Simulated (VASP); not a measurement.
# Ta4S in VASP: further runs

The runs below take Ta4S through single point, with LDA.

Program: VASP 6.6.1. These are calculated values, not measurements. Logs are shortened: lines on timing, memory, paths and dates and some standing lists are left out, and cuts for length are marked.

## (1) The cell of the first run

The cell holds a slab with vacuum, 5 atoms: a = 3.253 Å, b = 3.253 Å, c = 20.213 Å, α = 90.00°, β = 90.00°, γ = 90.00°.

## (2) Single point, LDA

File INCAR:

```
SYSTEM = Ta4S
PREC = Accurate
ENCUT = 520
EDIFF = 1E-6
ISMEAR = 0
SIGMA = 0.1
LREAL = .FALSE.
LASPH = .TRUE.
NELM = 60
ALGO = Normal
ISIF = 2
LWAVE = .FALSE.
LCHARG = .FALSE.
LDIPOL = .TRUE.
IDIPOL = 3
DIPOL = 0.5 0.5 0.366
GGA = CA
NBANDS = 33
```

File KPOINTS:

```
regular mesh
0
G
  8 8 1
  0 0 0
```

File POSCAR:

```
Ta4S
1.0
    3.2528501163      0.0000000000      0.0000000000
    0.0000000000      3.2528501163      0.0000000000
    0.0000000000      0.0000000000     20.2133955625
Ta S
4 1
Direct
    0.5000000000      0.5000000000      0.1978885728
    0.0000000000      0.0000000000      0.2783513062
    0.5000000000      0.5000000000      0.3580225063
    0.0000000000      0.0000000000      0.4433505172
    0.0000000000      0.0000000000      0.5517232817
```

Potentials or basis: VASP PAW LDA potentials, release 64 (Ta_pv, S).

On the command line:

```console
> cat potpaw_LDA.64/Ta_pv/POTCAR potpaw_LDA.64/S/POTCAR > POTCAR
> mpirun -np 1 vasp_std > vasp.out
```

OUTCAR:

```text
SYSTEM = Ta4S
   PREC = Accurate
   ENCUT = 520
   EDIFF = 1E-6
   ISMEAR = 0
   LREAL = .FALSE.
   LASPH = .TRUE.
   NELM = 60
   ISIF = 2
   GGA = CA

 ion  position               nearest neighbor table
   1  0.500  0.500  0.198-   2 2.82   2 2.82   2 2.82   2 2.82   3 3.24
   2  0.000  0.000  0.278-   3 2.81   3 2.81   3 2.81   3 2.81   1 2.82   1 2.82   1 2.82   1 2.82
                             4 3.34
   3  0.500  0.500  0.358-   2 2.81   2 2.81   2 2.81   2 2.81   4 2.87   4 2.87   4 2.87   4 2.87
                             1 3.24
   4  0.000  0.000  0.443-   5 2.19   3 2.87   3 2.87   3 2.87   3 2.87   2 3.34
   5  0.000  0.000  0.552-   4 2.19

  LATTYP: Found a simple tetragonal cell.
 ALAT       =     3.2528501163
 C/A-ratio  =     6.2140568547

  Lattice vectors:

 A1 = (   3.2528501163,   0.0000000000,   0.0000000000)
 A2 = (   0.0000000000,   3.2528501163,   0.0000000000)
 A3 = (   0.0000000000,   0.0000000000,  20.2133955625)

Analysis of symmetry for initial positions (statically):
=====================================================================
 Subroutine PRICEL returns:
 Original cell was already a primitive cell.

 Routine SETGRP: Setting up the symmetry group for a
 simple tetragonal supercell.

 Subroutine GETGRP returns: Found  8 space group operations
 (whereof  8 operations were pure point group operations)
 out of a pool of 16 trial point group operations.

The static configuration has the point symmetry C_4v.

Analysis of symmetry for dynamics (positions and initial velocities):
=====================================================================
 Subroutine PRICEL returns:
 Original cell was already a primitive cell.

 Routine SETGRP: Setting up the symmetry group for a
 simple tetragonal supercell.

 Subroutine GETGRP returns: Found  8 space group operations
 (whereof  8 operations were pure point group operations)
 out of a pool of 16 trial point group operations.

The dynamic configuration has the point symmetry C_4v.

 Subroutine INISYM returns: Found  8 space group operations
 (whereof  8 operations are pure point group operations),
 and found     1 'primitive' translations

----------------------------------------------------------------------------------------

                                     Primitive cell

  volume of cell :     213.8786

  direct lattice vectors                    reciprocal lattice vectors
     3.252850116  0.000000000  0.000000000     0.307422711  0.000000000  0.000000000
[... 91 lines left out ...]
   TEBEG  =    0.0;   TEEND  =   0.0 temperature during run
   PSTRESS=    0.0 pullay stress
   NELECT =      50.0000    total number of electrons
   NUPDOWN=      -1.0000    fix difference up-down
   EMIN   =  10.00;   EMAX   =-10.00  energy-range for DOS
   EFERMI =   0.00;   METHOD = LEGACY
   ISMEAR =     0;   SIGMA  =   0.10  broadening in eV -4-tet -1-fermi 0-gaus
   EFERMI_NEDOS =   21; number of points for ismear=-14 and -15
   IALGO  =     38    algorithm
   IMIX   =      4    mixing-type and parameters
     AMIX     =   0.40;   BMIX     =  1.00
     AMIX_MAG =   1.60;   BMIX_MAG =  1.00
  volume/ion in A,a.u.               =      42.78       288.66
  Fermi-wavevector in a.u.,A,eV,Ry     =   1.008500  1.905788 13.838096  1.017071
  Thomas-Fermi vector in A             =   2.141370
   LORBIT       =      0    0 simple, 1 ext, 2 COOP (PROOUT), +10 PAW based schemes
   GGA     = CA    functional components
   LHFCALC =     F    Hartree Fock is set to
   AEXX    =    0.0000 exact exchange contribution
   IVDW    =     0    specifies the selected vdW correction
   LEPSILON=     F    determine dielectric tensor
   LRPA    =     F    only Hartree local field effects (RPA)
 non-spin polarized calculation
 Gauss-broadening in eV      SIGMA  =   0.10
  energy-cutoff  :      520.00
  volume of cell :      213.88
 maximum number of plane-waves:      5812
   NGX = 13   NGY = 13   NGZ = 75

 dipolmoment           0.000000      0.000000     -0.031666 electrons x Angstroem

 number of electron      50.0000009 magnetization

 dipolmoment           0.000000      0.000000      0.127276 electrons x Angstroem

 Free energy of the ion-electron system (eV)
  ---------------------------------------------------
  ext. energy  EPLUGINS =         0.00000000
  ---------------------------------------------------
  free energy    TOTEN  =       -53.11825267 eV

  energy without entropy =      -53.08794127  energy(sigma->0) =      -53.10309697

 E-fermi :  -0.6137     XC(G=0):  -6.3155

 val. band max:       -0.6335971319   @ k =   0.5000   0.5000   0.0000
 cond. band min:      -0.5922852080   @ k =   0.3750   0.1250   0.0000
 fundamental gap:      0.0413119239
 Fermi energy:        -0.6136591119

 k-point     1 :       0.0000    0.0000    0.0000
  band No.  band energies     occupation
      1     -35.3147      2.00000
      2     -35.1040      2.00000
      3     -35.1040      2.00000
      4     -34.6450      2.00000
      5     -34.5148      2.00000
      6     -34.5148      2.00000
[... 529 lines left out ...]
     32       3.5939      0.00000
     33       3.6861      0.00000

------------------------ aborting loop because EDIFF is reached ----------------------------------------

 vacuum level on the upper side and lower side of the slab       (xc-potential included)         0.831        -1.291

  FORCE on cell =-STRESS in cart. coord.  units (eV):
  Direction    XX          YY          ZZ          XY          YZ          ZX
  --------------------------------------------------------------------------------------
  -------------------------------------------------------------------------------------
  Total       -5.9193186     -5.9193186     -2.1415323      0.0000000      0.0000000      0.0000000
  in kB      -44.3419633    -44.3419633    -16.0423445      0.0000000      0.0000000      0.0000000
  external PRESSURE =     -34.9087570 kB  Pullay stress =       0.0000000 kB

 VOLUME and BASIS-vectors are now :
 -----------------------------------------------------------------------------
  energy-cutoff  :      520.00
  volume of cell :      213.88
      direct lattice vectors                 reciprocal lattice vectors
     3.252850116  0.000000000  0.000000000     0.307422711  0.000000000  0.000000000
     0.000000000  3.252850116  0.000000000     0.000000000  0.307422711  0.000000000
     0.000000000  0.000000000 20.213395563     0.000000000  0.000000000  0.049472143

 POSITION                                       TOTAL-FORCE (eV/Angst)
 -----------------------------------------------------------------------------------
      1.62643      1.62643      4.00000         0.000000     -0.000000      1.289050
      0.00000      0.00000      5.62643         0.000000     -0.000000     -1.194214
      1.62643      1.62643      7.23685         0.000000      0.000000     -0.136172
      0.00000      0.00000      8.96162         0.000000     -0.000000      0.014931
      0.00000      0.00000     11.15220        -0.000000     -0.000000      0.026404
 -----------------------------------------------------------------------------------
    total drift:                                0.000000      0.000000      0.000228

  FREE ENERGIE OF THE ION-ELECTRON SYSTEM (eV)
  ---------------------------------------------------
  free  energy   TOTEN  =       -53.1182526723 eV

  energy  without entropy=      -53.0879412740  energy(sigma->0) =      -53.10309697

 vacuum level on the upper side and lower side of the slab         5.603         3.390
```

OSZICAR:

```text
N       E                     dE             d eps       ncg     rms          rms(c)
DAV:   1     0.389330390424E+03    0.38933E+03   -0.27408E+04  1246   0.133E+03
DAV:   2    -0.360766694605E+02   -0.42541E+03   -0.41315E+03  1167   0.346E+02
DAV:   3    -0.570944616469E+02   -0.21018E+02   -0.20161E+02  1234   0.661E+01
[... 21 lines left out ...]
DAV:  25    -0.531182322045E+02   -0.81071E-05   -0.16227E-06   903   0.698E-03    0.219E-03
DAV:  26    -0.531182427137E+02   -0.10509E-04   -0.10408E-06   723   0.455E-03    0.223E-03
DAV:  27    -0.531182486717E+02   -0.59579E-05   -0.56532E-07   755   0.319E-03    0.204E-03
DAV:  28    -0.531182518402E+02   -0.31685E-05   -0.33388E-07   691   0.334E-03    0.116E-03
DAV:  29    -0.531182526723E+02   -0.83212E-06   -0.10103E-07   600   0.135E-03
   1 F= -.53118253E+02 E0= -.53103097E+02  d E =-.303114E-01
```

It took 76 s on 1 thread of Intel Xeon 6975P-C (Granite Rapids), shared host; peak memory 0.27 GiB.

Results:

- Free energy: -53.1183 eV
- Largest force: 1.289 eV/Å
- Band gap on the k mesh: zero (band 25 reaches -0.23 eV, above the bottom of band 26 at -1.14 eV)

Forces in eV/Å, atoms in the order of the input:
```
Ta   0.000  0.000  1.289
Ta   0.000  0.000 -1.194
Ta   0.000  0.000 -0.136
Ta   0.000  0.000  0.015
S    0.000  0.000  0.026
```

Caveat: spin-orbit coupling is left out, which moves the levels of the heavy elements.

[end of part 1 of 2]
